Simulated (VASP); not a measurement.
# Sn3PbO4 (Pmm2) in VASP: a series of runs

The runs below take Sn3PbO4 through single point, with PBE, PBE+D3(BJ).

All numbers are computed with VASP 6.6.1; they aren't measurements. Logs are shortened: lines on timing, memory, paths and dates and some standing lists are left out, and cuts for length are marked.

## 1. The cell of the first run

The structure is orthorhombic, space group Pmm2 (No. 25). The conventional cell has a = 3.842 Å, b = 7.647 Å, c = 4.858 Å, α = 90.00°, β = 90.00°, γ = 90.00°. Sn (site symmetry m) has 4 O at 2.20 Å within 2.9 Å. Within 2.9 Å of Sn (site symmetry mm2) lie 4 O at 2.18 to 2.23 Å. Within 2.9 Å of O (site symmetry mm2) lie 4 Sn at 2.20 to 2.23 Å and 4 O at 2.66 Å. O (site symmetry m) has 3 Sn at 2.18 to 2.20 Å and 1 Pb at 2.38 Å and 4 O at 2.66 to 2.76 Å within 2.9 Å. O (site symmetry mm2) has 2 Sn at 2.20 Å and 2 Pb at 2.33 Å and 4 O at 2.76 Å within 2.9 Å. Pb (site symmetry mm2) has 4 O at 2.33 to 2.38 Å within 3.1 Å.

## 2. Single point, PBE

INCAR reads:

```
SYSTEM = Sn3PbO4
PREC = Accurate
ENCUT = 520
EDIFF = 1E-6
ISMEAR = -1
SIGMA = 0.02
LREAL = .False.
LASPH = .True.
NELM = 100
ALGO = Normal
ISIF = 2
LWAVE = .False.
LCHARG = .False.
GGA = PE
NBANDS = 50
```

KPOINTS reads:

```
Automatic mesh
0
Gamma
  6 4 6
  0 0 0
```

POSCAR reads:

```
Sn3PbO4
1.0
    3.8419972925      0.0000000000      0.0000000000
    0.0000000000      7.6471459501      0.0000000000
    0.0000000000      0.0000000000      4.8584862354
Sn O Pb
3 4 1
Direct
    0.5000000000      0.7509439648      0.7692607374
    0.0000000000      0.0000000000      0.2300520879
    0.5000000000      0.2490560352      0.7692607374
    0.5000000000      0.0000000000     -0.0028768102
    0.0000000000      0.7594007384     -0.0091937126
    0.5000000000      0.5000000000     -0.0101031852
    0.0000000000      0.2405992616     -0.0091937126
    0.0000000000      0.5000000000      0.2627938577
```

Potentials or basis: VASP PAW PBE potentials, release 64 (Sn_d, O, Pb_d).

Run with:

```console
$ cat potpaw_PBE.64/Sn_d/POTCAR potpaw_PBE.64/O/POTCAR potpaw_PBE.64/Pb_d/POTCAR > POTCAR
$ mpirun -np 1 vasp_std > vasp.out
```

OUTCAR:

```text
SYSTEM = Sn3PbO4
   PREC = Accurate
   ENCUT = 520
   EDIFF = 1E-6
   ISMEAR = -1
   LREAL = .False.
   LASPH = .True.
   NELM = 100
   ISIF = 2
   GGA = PE

 ion  position               nearest neighbor table
   1  0.500  0.751  0.769-   6 2.20   4 2.20   5 2.20   5 2.20   2 3.51   2 3.51   8 3.62   8 3.62
                             8 3.66   8 3.66
   2  0.000  0.000  0.230-   5 2.18   7 2.18   4 2.23   4 2.23   1 3.51   1 3.51   3 3.51   3 3.51
                             8 3.83   8 3.83
   3  0.500  0.249  0.769-   6 2.20   4 2.20   7 2.20   7 2.20   2 3.51   2 3.51   8 3.62   8 3.62
                             8 3.66   8 3.66
   4  0.500  0.000  0.997-   1 2.20   3 2.20   2 2.23   2 2.23
   5  0.000  0.759  0.991-   2 2.18   1 2.20   1 2.20   8 2.38
   6  0.500  0.500  0.990-   1 2.20   3 2.20   8 2.33   8 2.33
   7  0.000  0.241  0.991-   2 2.18   3 2.20   3 2.20   8 2.38
   8  0.000  0.500  0.263-   6 2.33   6 2.33   7 2.38   5 2.38   1 3.62   1 3.62   3 3.62   3 3.62
                             3 3.66   3 3.66   1 3.66   1 3.66   2 3.83   2 3.83

  LATTYP: Found a simple orthorhombic cell.
 ALAT       =     3.8419972925
 B/A-ratio  =     1.2645730503
 C/A-ratio  =     1.9904089899

  Lattice vectors:

 A1 = (  -3.8419972925,   0.0000000000,   0.0000000000)
 A2 = (   0.0000000000,   0.0000000000,   4.8584862354)
 A3 = (   0.0000000000,   7.6471459501,   0.0000000000)

Analysis of symmetry for initial positions (statically):
=====================================================================
 Subroutine PRICEL returns:
 Original cell was already a primitive cell.

 Routine SETGRP: Setting up the symmetry group for a
 simple orthorhombic supercell.

 Subroutine GETGRP returns: Found  4 space group operations
 (whereof  4 operations were pure point group operations)
 out of a pool of  8 trial point group operations.

The static configuration has the point symmetry C_2v.

Analysis of symmetry for dynamics (positions and initial velocities):
=====================================================================
 Subroutine PRICEL returns:
 Original cell was already a primitive cell.

 Routine SETGRP: Setting up the symmetry group for a
 simple orthorhombic supercell.

 Subroutine GETGRP returns: Found  4 space group operations
 (whereof  4 operations were pure point group operations)
 out of a pool of  8 trial point group operations.

The dynamic configuration has the point symmetry C_2v.

 Subroutine INISYM returns: Found  4 space group operations
 (whereof  4 operations are pure point group operations),
 and found     1 'primitive' translations

----------------------------------------------------------------------------------------

                                     Primitive cell

  volume of cell :     142.7439

  direct lattice vectors                    reciprocal lattice vectors
     3.841997292  0.000000000  0.000000000     0.260281287  0.000000000  0.000000000
     0.000000000  7.647145950  0.000000000     0.000000000  0.130767741  0.000000000
     0.000000000  0.000000000  4.858486235     0.000000000  0.000000000  0.205825426

  length of vectors
     3.841997292  7.647145950  4.858486235     0.260281287  0.130767741  0.205825426

  position of ions in fractional coordinates (direct lattice)
     0.500000000  0.750943965  0.769260737
     0.000000000  0.000000000  0.230052088
     0.500000000  0.249056035  0.769260737
     0.500000000  0.000000000  0.997123190
     0.000000000  0.759400738  0.990806287
     0.500000000  0.500000000  0.989896815
     0.000000000  0.240599262  0.990806287
     0.000000000  0.500000000  0.262793858

  ion indices of the primitive-cell ions
   primitive index   ion index
                 1           1
                 2           2
                 3           3
                 4           4
                 5           5
                 6           6
                 7           7
                 8           8

----------------------------------------------------------------------------------------

 KPOINTS: Automatic mesh

Automatic generation of k-mesh.
 Grid dimensions read from file:
 generate k-points for:    6    4    6

 Generating k-lattice:

  Cartesian coordinates                     Fractional coordinates (reciprocal lattice)
     0.043380215  0.000000000  0.000000000     0.166666667  0.000000000  0.000000000
     0.000000000  0.032691935  0.000000000     0.000000000  0.250000000  0.000000000
     0.000000000  0.000000000  0.034304238     0.000000000  0.000000000  0.166666667

  Length of vectors
     0.043380215  0.032691935  0.034304238

  Shift w.r.t. Gamma in fractional coordinates (k-lattice)
     0.000000000  0.000000000  0.000000000

 Subroutine IBZKPT returns following result:
 ===========================================

 Found     48 irreducible k-points:

 Following reciprocal coordinates:
            Coordinates               Weight
  0.000000  0.000000  0.000000      1.000000
  0.166667  0.000000  0.000000      2.000000
  0.333333  0.000000  0.000000      2.000000
  0.500000  0.000000  0.000000      1.000000
  0.000000  0.250000  0.000000      2.000000
  0.166667  0.250000  0.000000      4.000000
[... 16 lines left out ...]
  0.333333  0.500000  0.166667      4.000000
  0.500000  0.500000  0.166667      2.000000
 [... further k-points ...]
   k-points           NKPTS =     48   k-points in BZ     NKDIM =     48   number of bands    NBANDS=     50
   number of dos      NEDOS =    301   number of ions     NIONS =      8
   total plane-waves  NPLWV =  64800
   dimension x,y,z NGX =    30 NGY =   60 NGZ =   36
   dimension x,y,z NGXF=    60 NGYF=  120 NGZF=   72
   ions per type =               3   4   1
   NGX,Y,Z   is equivalent  to a cutoff of  12.98, 13.04, 12.32 a.u.
   NGXF,Y,Z  is equivalent  to a cutoff of  25.96, 26.09, 24.64 a.u.
 SYSTEM =  Sn3PbO4
   PREC   = accura    normal or accurate (medium, high low for compatibility)
   ISTART =      0    job   : 0-new  1-cont  2-samecut
   ICHARG =      2    charge: 1-file 2-atom 10-const
   ISPIN  =      1    spin polarized calculation?
   LNONCOLLINEAR =      F non collinear calculations
   LSORBIT =      F    spin-orbit coupling
   LASPH  =      T    aspherical Exc in radial PAW
   ENCUT  =  520.0 eV  38.22 Ry    6.18 a.u.   7.14 14.22  9.03*2*pi/ulx,y,z
   NELM   =    100;   NELMIN=  2; NELMDL= -5     # of ELM steps
   EDIFF  = 0.1E-05   stopping-criterion for ELM
   LREAL  =      F    real-space projection
   EDIFFG = 0.1E-04   stopping-criterion for IOM
   NSW    =      0    number of steps for IOM
   IBRION =     -1    ionic relax: 0-MD 1-quasi-New 2-CG
   NFREE  =      0    steps in history (QN), initial steepest desc. (CG)
   ISIF   =      2    stress and relaxation
   ISYM   =      2    0-nonsym 1-usesym 2-fastsym
   POTIM  = 0.5000    time-step for ionic-motion
   TEBEG  =    0.0;   TEEND  =   0.0 temperature during run
   PSTRESS=    0.0 pullay stress
   NELECT =      80.0000    total number of electrons
   NUPDOWN=      -1.0000    fix difference up-down
   EMIN   =  10.00;   EMAX   =-10.00  energy-range for DOS
   EFERMI =   0.00;   METHOD = LEGACY
   ISMEAR =    -1;   SIGMA  =   0.02  broadening in eV -4-tet -1-fermi 0-gaus
   EFERMI_NEDOS =   21; number of points for ismear=-14 and -15
   IALGO  =     38    algorithm
   IMIX   =      4    mixing-type and parameters
     AMIX     =   0.40;   BMIX     =  1.00
     AMIX_MAG =   1.60;   BMIX_MAG =  1.00
  volume/ion in A,a.u.               =      17.84       120.41
  Fermi-wavevector in a.u.,A,eV,Ry     =   1.349747  2.550652 24.787323  1.821817
  Thomas-Fermi vector in A             =   2.477308
   LORBIT       =      0    0 simple, 1 ext, 2 COOP (PROOUT), +10 PAW based schemes
   GGA     = PE    functional components
   LHFCALC =     F    Hartree Fock is set to
   AEXX    =    0.0000 exact exchange contribution
   IVDW    =     0    specifies the selected vdW correction
   LEPSILON=     F    determine dielectric tensor
   LRPA    =     F    only Hartree local field effects (RPA)
 non-spin polarized calculation
  energy-cutoff  :      520.00
  volume of cell :      142.74
 maximum number of plane-waves:      3874
 NGX is ok and might be reduce to    30
   NGX = 15   NGY = 29   NGZ = 19

 number of electron      80.0000024 magnetization

 Free energy of the ion-electron system (eV)
  ---------------------------------------------------
  ext. energy  EPLUGINS =         0.00000000
  ---------------------------------------------------
  free energy    TOTEN  =       -44.75046184 eV

  energy without entropy =      -44.75044260  energy(sigma->0) =      -44.75045222

 E-fermi :   7.0152     XC(G=0): -10.2249

 val. band max:        6.8906335529   @ k =   0.0000   0.2500   0.0000
 cond. band min:       7.1272751689   @ k =   0.5000   0.0000   0.0000
 fundamental gap:      0.2366416160
 Fermi energy:         7.0151575142

 k-point     1 :       0.0000    0.0000    0.0000
  band No.  band energies     occupation
      1     -14.8995      2.00000
      2     -14.7646      2.00000
      3     -14.7262      2.00000
      4     -14.4845      2.00000
      5     -14.4795      2.00000
      6     -14.4692      2.00000
[... 42 lines left out ...]
     49      12.9509      0.00000
     50      13.0226      0.00000

 k-point     2 :       0.1667    0.0000    0.0000
  band No.  band energies     occupation
      1     -14.8865      2.00000
      2     -14.7685      2.00000
      3     -14.7298      2.00000
      4     -14.5319      2.00000
      5     -14.4815      2.00000
      6     -14.4729      2.00000
[... 42 lines left out ...]
     49      12.4164      0.00000
     50      13.0254      0.00000

 k-point     3 :       0.3333    0.0000    0.0000
  band No.  band energies     occupation
      1     -14.8592      2.00000
      2     -14.7887      2.00000
      3     -14.7385      2.00000
      4     -14.6317      2.00000
      5     -14.4724      2.00000
      6     -14.4718      2.00000
[... 1102 lines left out ...]
     49      13.5462      0.00000
     50      13.7563      0.00000

 k-point    24 :       0.5000    0.5000    0.1667
  band No.  band energies     occupation
      1     -14.8313      2.00000
      2     -14.8016      2.00000
      3     -14.7495      2.00000
      4     -14.6677      2.00000
      5     -14.4817      2.00000
      6     -14.4712      2.00000
[... 42 lines left out ...]
     49      14.0706      0.00000
     50      14.1164      0.00000

 [... further k-points ...]
[... 5 lines left out ...]
  --------------------------------------------------------------------------------------
  -------------------------------------------------------------------------------------
  Total        5.0725371      5.0716499      4.0887674      0.0000000      0.0000000      0.0000000
  in kB       56.9348791     56.9249209     45.8929083      0.0000000      0.0000000      0.0000000
  external PRESSURE =      53.2509028 kB  Pullay stress =       0.0000000 kB

 VOLUME and BASIS-vectors are now :
 -----------------------------------------------------------------------------
  energy-cutoff  :      520.00
  volume of cell :      142.74
      direct lattice vectors                 reciprocal lattice vectors
     3.841997292  0.000000000  0.000000000     0.260281287  0.000000000  0.000000000
     0.000000000  7.647145950  0.000000000     0.000000000  0.130767741  0.000000000
     0.000000000  0.000000000  4.858486235     0.000000000  0.000000000  0.205825426

 POSITION                                       TOTAL-FORCE (eV/Angst)
 -----------------------------------------------------------------------------------
      1.92100      5.74258      3.73744        -0.000000     -0.008059     -0.567365
      0.00000      0.00000      1.11770        -0.000000      0.000000      0.606864
      1.92100      1.90457      3.73744        -0.000000      0.008059     -0.567365
      1.92100      0.00000      4.84451        -0.000000      0.000000      0.020993
      0.00000      5.80725      4.81382         0.000000     -0.090562      0.025078
      1.92100      3.82357      4.80940        -0.000000      0.000000      0.064801
      0.00000      1.83990      4.81382        -0.000000      0.090562      0.025078
      0.00000      3.82357      1.27678        -0.000000      0.000000      0.391917
 -----------------------------------------------------------------------------------
    total drift:                                0.000000      0.000000      0.000859

  FREE ENERGIE OF THE ION-ELECTRON SYSTEM (eV)
  ---------------------------------------------------
  free  energy   TOTEN  =       -44.7504618450 eV

  energy  without entropy=      -44.7504426043  energy(sigma->0) =      -44.75045222
```

Run time: 2.8 min. Hardware: 1 thread of AMD EPYC 9R45 (Zen 5), shared host; peak memory 0.4 GiB.

Results:

```
Free energy            : -44.7505 eV
Pressure               : 5.3 GPa
Largest force          : 0.607 eV/Å
Band gap on the k mesh : 0.24 eV (least direct gap 1.86 eV)
```

Forces in eV/Å, atoms in the order of the input:
```
Sn   0.000 -0.008 -0.567
Sn   0.000  0.000  0.607
Sn   0.000  0.008 -0.567
O    0.000  0.000  0.021
O    0.000 -0.091  0.025
O    0.000  0.000  0.065
O    0.000  0.091  0.025
Pb   0.000  0.000  0.392
```

Levels at points of the mesh, in eV from the valence-band top:
```
           k point  band 36  band 37  band 38  band 39  band 40  band 41  band 42  band 43  band 44  band 45
(0.00, 0.00, 0.00)    -2.93    -2.90    -2.78    -2.44    -0.02     2.12     3.19     3.22     4.70     4.76
(0.50, 0.00, 0.00)    -2.47    -2.38    -2.18    -2.02    -1.62     0.24     0.26     3.00     3.28     4.55
(0.00, 0.50, 0.00)    -3.38    -3.35    -3.29    -0.81    -0.14     2.78     2.92     3.33     3.77     4.71
(0.50, 0.50, 0.00)    -3.22    -2.64    -2.20    -2.11    -2.10     1.73     1.90     2.04     2.17     4.48
(0.00, 0.00, 0.50)    -2.96    -2.92    -2.12    -1.70    -1.43     1.61     2.56     2.83     3.10     3.25
(0.50, 0.00, 0.50)    -2.39    -2.32    -2.19    -1.63    -1.41     2.39     2.45     2.64     2.72     4.24
(0.00, 0.50, 0.50)    -3.34    -2.36    -1.72    -1.58    -1.36     1.39     1.61     2.68     3.31     3.66
(0.50, 0.50, 0.50)    -2.93    -2.91    -1.79    -1.75    -1.73     2.60     2.81     2.89     3.11     3.68
```

Caveat: the cell stands under pressure; spin-orbit coupling is left out, which moves the levels of the heavy elements. A k mesh can miss the band edges.

## 3. Single point, PBE+D3(BJ)

This run uses another cell than the first one, of 18.19 Å³/atom.

INCAR reads:

```
ALGO = Normal
EDIFF = 1E-7
ENCUT = 520
GGA = PE
ISIF = 2
ISMEAR = -1
IVDW = 12
LASPH = True
LCHARG = False
LREAL = False
LWAVE = False
NBANDS = 50
NELM = 80
PREC = Accurate
SIGMA = 0.02
```

KPOINTS reads:

```
k-points
0
Gamma
  6 4 6
```

POSCAR reads:

```
Sn3PbO4
1.0
    3.8883477960      0.0000000000      0.0000000000
    0.0000000000      7.7415876214      0.0000000000
    0.0000000000      0.0000000000      4.8348087852
Sn O Pb
3 4 1
Direct
    0.5000000000      0.7520753408      0.7657268525
    0.0000000000      0.0000000000      0.2352938677
    0.5000000000      0.2479246592      0.7657268525
    0.5000000000      0.0000000000     -0.0008054750
    0.0000000000      0.7592751996     -0.0085346334
    0.5000000000      0.5000000000     -0.0117873903
    0.0000000000      0.2407248004     -0.0085346334
    0.0000000000      0.5000000000      0.2629145592
```

Potentials or basis: VASP PAW PBE potentials, release 64 (Sn_d, O, Pb_d).

Run with:

```console
$ cat potpaw_PBE.64/Sn_d/POTCAR potpaw_PBE.64/O/POTCAR potpaw_PBE.64/Pb_d/POTCAR > POTCAR
$ mpirun -np 1 vasp_std > vasp.out
```

Wall time 3.1 min (1 thread of AMD EPYC 9R45 (Zen 5), shared host); peak memory 0.41 GiB.

It converged, with:

```yaml
Free_energy: -46.7203 eV
Pressure: 0.2 GPa
Largest_force: 0.083 eV/Å
Band_gap_on_the_k_mesh: 0.28 eV (least direct gap 1.83 eV)
Dispersion_energy_per_atom: -0.235 eV
```

Forces in eV/Å, atoms in the order of the input:
```
Sn   0.000 -0.005 -0.075
Sn   0.000  0.000  0.083
Sn   0.000  0.005 -0.075
O    0.000  0.000  0.003
O    0.000 -0.006  0.003
O    0.000  0.000  0.012
O    0.000  0.006  0.003
Pb   0.000  0.000  0.046
```

Levels at points of the mesh, in eV from the valence-band top:
```csv
k point,band 36,band 37,band 38,band 39,band 40,band 41,band 42,band 43,band 44,band 45
"(0.00, 0.00, 0.00)",-2.71,-2.68,-2.61,-2.30,-0.02,2.15,3.25,3.26,4.70,4.80
"(0.50, 0.00, 0.00)",-2.33,-2.17,-1.99,-1.93,-1.55,0.28,0.29,3.07,3.33,4.61
"(0.00, 0.50, 0.00)",-3.14,-3.11,-3.03,-0.78,-0.11,2.81,2.97,3.31,3.73,4.84
"(0.50, 0.50, 0.00)",-3.03,-2.43,-2.05,-2.02,-1.98,1.76,1.93,2.09,2.19,4.51
"(0.00, 0.00, 0.50)",-2.74,-2.70,-1.90,-1.56,-1.31,1.66,2.64,2.87,3.07,3.21
"(0.50, 0.00, 0.50)",-2.29,-2.17,-1.99,-1.51,-1.29,2.49,2.53,2.71,2.78,4.32
"(0.00, 0.50, 0.50)",-3.10,-2.14,-1.56,-1.45,-1.25,1.45,1.65,2.69,3.29,3.64
"(0.50, 0.50, 0.50)",-2.72,-2.71,-1.71,-1.67,-1.65,2.70,2.87,2.96,3.16,3.74
```

Caveat: spin-orbit coupling is left out, which moves the levels of the heavy elements. A k mesh can miss the band edges.
